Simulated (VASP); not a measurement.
# ZnS (F-43m) in VASP: further runs

The runs below take ZnS through single point, with PBE.

Everything below comes from runs of VASP 6.6.1. Logs are shortened: lines on timing, memory, paths and dates and some standing lists are left out, and cuts for length are marked.

**Measured values to compare with.**

From “Electronic, vibrational, and thermodynamic properties of ZnS (zincblende and rocksalt structure)”, 2009, arxiv:0911.5022, for a bulk crystal of ZnS at 19 K: band gap 3.85 eV (direct).

How close the calculation comes is told below.

### 1 The cell of the first run

The structure is cubic, space group F-43m (No. 216). Conventional cell: a = 5.404 Å, b = 5.404 Å, c = 5.404 Å, α = 90.00°, β = 90.00°, γ = 90.00°. Within 3.1 Å of Zn (site symmetry -43m) lie 4 S at 2.34 Å. Within 3.1 Å of S (site symmetry -43m) lie 4 Zn at 2.34 Å.

### 2 Single point, PBE

INCAR

```
ALGO = Normal
EDIFF = 1E-6
ENCUT = 500
GGA = PE
GGA_COMPAT = F
ISIF = 2
ISMEAR = 0
LASPH = T
LCHARG = T
LELF = T
LREAL = F
LVHAR = T
LWAVE = F
NBANDS = 16
NELM = 120
PREC = Accurate
SIGMA = 0.05
```

KPOINTS

```
k-points
0
Gamma
  8 8 8
```

POSCAR

```
ZnS
1.0
    0.0000000000      2.7020000000      2.7020000000
    2.7020000000      0.0000000000      2.7020000000
    2.7020000000      2.7020000000      0.0000000000
Zn S
1 1
Direct
    0.2500000000      0.2500000000      0.2500000000
    0.0000000000      0.0000000000      0.0000000000
```

Potentials or basis: VASP PAW PBE potentials, release 64 (Zn, S).

Command:

```console
> cat potpaw_PBE.64/Zn/POTCAR potpaw_PBE.64/S/POTCAR > POTCAR
> mpirun -np 1 vasp_std > vasp.out
```

OUTCAR:

```text
EDIFF = 1E-6
   ENCUT = 500
   GGA = PE
   ISIF = 2
   ISMEAR = 0
   LASPH = T
   LREAL = F
   NELM = 120
   PREC = Accurate

 ion  position               nearest neighbor table
   1  0.250  0.250  0.250-   2 2.34   2 2.34   2 2.34   2 2.34
   2  0.000  0.000  0.000-   1 2.34   1 2.34   1 2.34   1 2.34

  LATTYP: Found a face centered cubic cell.
 ALAT       =     5.4040000000

  Lattice vectors:

 A1 = (   0.0000000000,   2.7020000000,   2.7020000000)
 A2 = (   2.7020000000,   0.0000000000,   2.7020000000)
 A3 = (   2.7020000000,   2.7020000000,   0.0000000000)

Analysis of symmetry for initial positions (statically):
=====================================================================
 Subroutine PRICEL returns:
 Original cell was already a primitive cell.

 Routine SETGRP: Setting up the symmetry group for a
 face centered cubic supercell.

 Subroutine GETGRP returns: Found 24 space group operations
 (whereof 24 operations were pure point group operations)
 out of a pool of 48 trial point group operations.

The static configuration has the point symmetry T_d .

Analysis of symmetry for dynamics (positions and initial velocities):
=====================================================================
 Subroutine PRICEL returns:
 Original cell was already a primitive cell.

 Routine SETGRP: Setting up the symmetry group for a
 face centered cubic supercell.

 Subroutine GETGRP returns: Found 24 space group operations
 (whereof 24 operations were pure point group operations)
 out of a pool of 48 trial point group operations.

The dynamic configuration has the point symmetry T_d .

 Subroutine INISYM returns: Found 24 space group operations
 (whereof 24 operations are pure point group operations),
 and found     1 'primitive' translations

----------------------------------------------------------------------------------------

                                     Primitive cell

  volume of cell :      39.4535

  direct lattice vectors                    reciprocal lattice vectors
     0.000000000  2.702000000  2.702000000    -0.185048113  0.185048113  0.185048113
     2.702000000  0.000000000  2.702000000     0.185048113 -0.185048113  0.185048113
     2.702000000  2.702000000  0.000000000     0.185048113  0.185048113 -0.185048113

  length of vectors
     3.821205046  3.821205046  3.821205046     0.320512733  0.320512733  0.320512733

  position of ions in fractional coordinates (direct lattice)
     0.250000000  0.250000000  0.250000000
     0.000000000  0.000000000  0.000000000

  ion indices of the primitive-cell ions
   primitive index   ion index
                 1           1
                 2           2

----------------------------------------------------------------------------------------

 KPOINTS: k-points

Automatic generation of k-mesh.
 Grid dimensions read from file:
 generate k-points for:    8    8    8

 Generating k-lattice:

  Cartesian coordinates                     Fractional coordinates (reciprocal lattice)
    -0.023131014  0.023131014  0.023131014     0.125000000  0.000000000  0.000000000
     0.023131014 -0.023131014  0.023131014     0.000000000  0.125000000  0.000000000
     0.023131014  0.023131014 -0.023131014     0.000000000  0.000000000  0.125000000

  Length of vectors
     0.040064092  0.040064092  0.040064092

  Shift w.r.t. Gamma in fractional coordinates (k-lattice)
     0.000000000  0.000000000  0.000000000

 Subroutine IBZKPT returns following result:
 ===========================================

 Found     29 irreducible k-points:

 Following reciprocal coordinates:
            Coordinates               Weight
  0.000000  0.000000  0.000000      1.000000
  0.125000  0.000000  0.000000      8.000000
  0.250000  0.000000  0.000000      8.000000
  0.375000  0.000000  0.000000      8.000000
  0.500000  0.000000  0.000000      4.000000
  0.125000  0.125000  0.000000      6.000000
[... 16 lines left out ...]
  0.500000  0.250000  0.125000     48.000000
 -0.375000  0.250000  0.125000     24.000000
 [... further k-points ...]
   k-points           NKPTS =     29   k-points in BZ     NKDIM =     29   number of bands    NBANDS=     16
   number of dos      NEDOS =    301   number of ions     NIONS =      2
   total plane-waves  NPLWV =  21952
   dimension x,y,z NGX =    28 NGY =   28 NGZ =   28
   dimension x,y,z NGXF=    56 NGYF=   56 NGZF=   56
   ions per type =               1   1
   NGX,Y,Z   is equivalent  to a cutoff of  12.18, 12.18, 12.18 a.u.
   NGXF,Y,Z  is equivalent  to a cutoff of  24.36, 24.36, 24.36 a.u.
 SYSTEM =  unknown system
   PREC   = accura    normal or accurate (medium, high low for compatibility)
   ISTART =      0    job   : 0-new  1-cont  2-samecut
   ICHARG =      2    charge: 1-file 2-atom 10-const
   ISPIN  =      1    spin polarized calculation?
   LNONCOLLINEAR =      F non collinear calculations
   LSORBIT =      F    spin-orbit coupling
   LASPH  =      T    aspherical Exc in radial PAW
   ENCUT  =  500.0 eV  36.75 Ry    6.06 a.u.   6.97  6.97  6.97*2*pi/ulx,y,z
   NELM   =    120;   NELMIN=  2; NELMDL= -5     # of ELM steps
   EDIFF  = 0.1E-05   stopping-criterion for ELM
   LREAL  =      F    real-space projection
   EDIFFG = 0.1E-04   stopping-criterion for IOM
   NSW    =      0    number of steps for IOM
   IBRION =     -1    ionic relax: 0-MD 1-quasi-New 2-CG
   NFREE  =      0    steps in history (QN), initial steepest desc. (CG)
   ISIF   =      2    stress and relaxation
   ISYM   =      2    0-nonsym 1-usesym 2-fastsym
   POTIM  = 0.5000    time-step for ionic-motion
   TEBEG  =    0.0;   TEEND  =   0.0 temperature during run
   PSTRESS=    0.0 pullay stress
   NELECT =      18.0000    total number of electrons
   NUPDOWN=      -1.0000    fix difference up-down
   EMIN   =  10.00;   EMAX   =-10.00  energy-range for DOS
   EFERMI =   0.00;   METHOD = LEGACY
   ISMEAR =     0;   SIGMA  =   0.05  broadening in eV -4-tet -1-fermi 0-gaus
   EFERMI_NEDOS =   21; number of points for ismear=-14 and -15
   IALGO  =     38    algorithm
   IMIX   =      4    mixing-type and parameters
     AMIX     =   0.40;   BMIX     =  1.00
     AMIX_MAG =   1.60;   BMIX_MAG =  1.00
  volume/ion in A,a.u.               =      19.73       133.12
  Fermi-wavevector in a.u.,A,eV,Ry     =   1.260290  2.381602 21.610537  1.588330
  Thomas-Fermi vector in A             =   2.393807
   LORBIT       =      0    0 simple, 1 ext, 2 COOP (PROOUT), +10 PAW based schemes
   GGA     = PE    functional components
   LHFCALC =     F    Hartree Fock is set to
   AEXX    =    0.0000 exact exchange contribution
   IVDW    =     0    specifies the selected vdW correction
   LEPSILON=     F    determine dielectric tensor
   LRPA    =     F    only Hartree local field effects (RPA)
 non-spin polarized calculation
 Gauss-broadening in eV      SIGMA  =   0.05
  energy-cutoff  :      500.00
  volume of cell :       39.45
 maximum number of plane-waves:      1018
   NGX = 13   NGY = 13   NGZ = 13

 number of electron      18.0000000 magnetization

 Free energy of the ion-electron system (eV)
  ---------------------------------------------------
  ext. energy  EPLUGINS =         0.00000000
  ---------------------------------------------------
  free energy    TOTEN  =        -6.84684918 eV

  energy without entropy =       -6.84684918  energy(sigma->0) =       -6.84684918

 E-fermi :   2.3092     XC(G=0):  -9.6303

 val. band max:        2.1070353424   @ k =   0.0000   0.0000   0.0000
 cond. band min:       4.2209761444   @ k =   0.0000   0.0000   0.0000
 fundamental gap:      2.1139408020
 Fermi energy:         2.3092019451

 k-point     1 :       0.0000    0.0000    0.0000
  band No.  band energies     occupation
      1     -11.0333      2.00000
      2      -4.2322      2.00000
      3      -4.2322      2.00000
      4      -4.2322      2.00000
      5      -3.7341      2.00000
      6      -3.7341      2.00000
[... 8 lines left out ...]
     15      13.8699      0.00000
     16      13.9775      0.00000

 k-point     2 :       0.1250    0.0000    0.0000
  band No.  band energies     occupation
      1     -10.9166      2.00000
      2      -4.2310      2.00000
      3      -4.2112      2.00000
      4      -4.2112      2.00000
      5      -3.7357      2.00000
      6      -3.7357      2.00000
[... 8 lines left out ...]
     15      13.2779      0.00000
     16      14.7666      0.00000

 k-point     3 :       0.2500    0.0000    0.0000
  band No.  band energies     occupation
      1     -10.6117      2.00000
      2      -4.1837      2.00000
      3      -4.1652      2.00000
      4      -4.1652      2.00000
      5      -3.7325      2.00000
      6      -3.7325      2.00000
[... 8 lines left out ...]
     15      13.0792      0.00000
     16      14.3159      0.00000

 k-point     4 :       0.3750    0.0000    0.0000
  band No.  band energies     occupation
      1     -10.2654      2.00000
      2      -4.1287      2.00000
      3      -4.1287      2.00000
      4      -3.9661      2.00000
      5      -3.7157      2.00000
      6      -3.7156      2.00000
[... 8 lines left out ...]
     15      14.1867      0.00000
     16      14.1867      0.00000
[... 324 lines left out ...]
 k-point    22 :       0.3750    0.2500    0.1250
  band No.  band energies     occupation
      1     -10.3726      2.00000
      2      -4.2089      2.00000
      3      -4.0999      2.00000
      4      -4.0728      2.00000
      5      -3.7564      2.00000
      6      -3.6960      2.00000
[... 8 lines left out ...]
     15      14.8912      0.00000
     16      17.1983      0.00000

 k-point    23 :       0.5000    0.2500    0.1250
  band No.  band energies     occupation
      1     -10.0832      2.00000
      2      -4.1210      2.00000
      3      -4.0690      2.00000
      4      -3.9263      2.00000
      5      -3.7163      2.00000
      6      -3.6611      2.00000
[... 8 lines left out ...]
     15      15.8730      0.00000
     16      16.4280      0.00000

 k-point    24 :      -0.3750    0.2500    0.1250
  band No.  band energies     occupation
      1      -9.9536      2.00000
      2      -4.1049      2.00000
      3      -4.0476      2.00000
      4      -3.7880      2.00000
      5      -3.7216      2.00000
      6      -3.4645      2.00000
[... 8 lines left out ...]
     15      15.5712      0.00000
     16      16.3676      0.00000

 [... further k-points ...]

------------------------ aborting loop because EDIFF is reached ----------------------------------------

  FORCE on cell =-STRESS in cart. coord.  units (eV):
  Direction    XX          YY          ZZ          XY          YZ          ZX
  --------------------------------------------------------------------------------------
  -------------------------------------------------------------------------------------
  Total        0.4315146      0.4315146      0.4315146      0.0000000      0.0000000     -0.0000000
  in kB       17.5234677     17.5234677     17.5234677      0.0000000      0.0000000     -0.0000000
  external PRESSURE =      17.5234677 kB  Pullay stress =       0.0000000 kB

 VOLUME and BASIS-vectors are now :
 -----------------------------------------------------------------------------
  energy-cutoff  :      500.00
  volume of cell :       39.45
      direct lattice vectors                 reciprocal lattice vectors
     0.000000000  2.702000000  2.702000000    -0.185048113  0.185048113  0.185048113
     2.702000000  0.000000000  2.702000000     0.185048113 -0.185048113  0.185048113
     2.702000000  2.702000000  0.000000000     0.185048113  0.185048113 -0.185048113

 POSITION                                       TOTAL-FORCE (eV/Angst)
 -----------------------------------------------------------------------------------
      1.35100      1.35100      1.35100        -0.000000     -0.000000      0.000000
      0.00000      0.00000      0.00000         0.000000      0.000000     -0.000000
 -----------------------------------------------------------------------------------
    total drift:                               -0.000000     -0.000000     -0.000000

  FREE ENERGIE OF THE ION-ELECTRON SYSTEM (eV)
  ---------------------------------------------------
  free  energy   TOTEN  =        -6.8468491767 eV

  energy  without entropy=       -6.8468491767  energy(sigma->0) =       -6.84684918
```

Run time: 32 s. Hardware: 1 thread of Intel Xeon 8259CL, shared host; peak memory 0.16 GiB.

What came out:

* Free energy: -6.8468 eV
* Pressure: 1.8 GPa
* Band gap on the k mesh: 2.11 eV

(Continued in part 2 of 2.)
